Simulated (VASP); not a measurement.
AlO6, 7 atoms in the cell. Symmetry: R-3m, No. 166, trigonal system. Conventional cell: a = 4.800 Å, b = 4.800 Å, c = 10.270 Å, α = 90.00°, β = 90.00°, γ = 120.00°. Al (site symmetry -3m) has 6 O at 1.88 Å within 2.5 Å. Within 1.8 Å of O (site symmetry m) lie 1 O at 1.32 Å. 

```yaml
Program: VASP 6.6.1
Task: relaxation of cell and atoms
Functional: PBE
Potentials_or_basis: VASP PAW PBE potentials, release 64 (Al, O)
Cutoff: 600 eV
k_mesh: 4 × 4 × 4
Occupations: gaussian, width 0.2 eV
Spin: no spin polarisation
Dipole_correction: no
Further_INCAR_settings: ALGO = Normal; EDIFF = 1e-07; IBRION = 2; EDIFFG = -0.08; NSW = 36; ISIF = 3
```

Potentials or basis: VASP PAW PBE potentials, release 64 (Al, O).

Command:

```sh
$ cat potpaw_PBE.64/Al/POTCAR potpaw_PBE.64/O/POTCAR > POTCAR
$ mpirun -np 1 vasp_std > vasp.out
```

Hardware: 1 thread of Intel(R) Xeon(R) Platinum 8488C (Sapphire Rapids) (shared host).

**Question.** How long does it take, and how much memory?

**Answer.** It took 4.7 min on 1 thread of Intel(R) Xeon(R) Platinum 8488C (Sapphire Rapids), with other jobs on the host, peak memory 0.21 GiB. Counts: scf iterations 132, k points 13, ion steps 14.
